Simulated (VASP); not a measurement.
The system is MnO.

```
Mn O
1.0
     2.95135   -1.70546    0.00000
     2.95135    1.70546    0.00000
    -1.97131    0.00000    2.79145
Mn O
1 1
Direct
  0.50020 0.50020 0.50067
  0.74980 0.74980 0.24934
```

Base run:

| Property | Result |
| --- | --- |
| Program | VASP 6.6.1 |
| Functional | PBEsol |
| Potentials or basis | VASP PAW PBE potentials, release 64 (Mn_pv, O) |
| Cutoff | 520 eV |
| k mesh | 9 × 9 × 9 |
| Occupations | fermi-dirac, width 0.05 eV |
| Spin | collinear spin, ferromagnetic start |
| Starting moments | [4.0, 0.0] μB |

Its results: pressure -6.2 GPa; net moment 5.00 μB per cell; site moments Mn +4.42; O +0.18 μB.

Q: The run is repeated on the same cell with these changes: functional from PBEsol to LDA; potentials or basis from VASP PAW PBE potentials, release 64 (Mn_pv, O) to VASP PAW LDA potentials, release 64 (Mn_pv, O). What comes out?

A: Pressure -12.2 GPa; net moment 4.88 μB per cell; site moments Mn +4.31; O +0.19 μB.

Caveats: the cell stands under tension; a cell with one magnetic atom can't hold antiferromagnetic order, which such compounds often take; the PAW data sets were made with another functional, which shifts forces and pressure a little (at least some runs).
